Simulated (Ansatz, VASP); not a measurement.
Y4C3 in VASP and in Ansatz

```
CELL_PARAMETERS angstrom
5.06400 0.00000 0.00000
0.00000 5.06400 0.00000
0.00000 0.00000 5.06400
ATOMIC_POSITIONS crystal
Y 0.50000 0.50000 0.50000
Y 0.50000 0.00000 0.00000
Y 0.00000 0.50000 0.00000
Y 0.00000 0.00000 0.50000
C 0.50000 0.50000 0.00000
C 0.00000 0.50000 0.50000
C 0.50000 0.00000 0.50000
```

Change from the starting cell: species swapped into the W3N4 type (Pm-3m, No. 221).

Alike in both runs: task relaxation of cell and atoms; functional PBE; k mesh 8 × 8 × 8; occupations gaussian, width 0.1 eV; no spin polarisation.

|  | VASP | Ansatz |
| --- | --- | --- |
| version | VASP 6.6.1 | Ansatz 0.2.0 |
| potentials or method | VASP PAW PBE potentials, release 64 (Y_sv, C), cutoff 600 eV | scalar-relativistic, plane waves, PAW |
| valence electrons in the cell | 56 | 56 |

```csv
,VASP,Ansatz,Ansatz less VASP
"gap on the k mesh at the Fermi level, each at its own relaxed structure (eV)",none,none,-
relaxed volume (Å³/atom),18.55,18.58,+0.033
relaxed length of the cell vector where the two differ most in proportion (Å),5.064,5.067,+0.0030
```

A gap of «none» marks a metal or a gap that the smearing closes.

Noted on VASP's run: the relaxation stopped at its first step, so nothing moved.
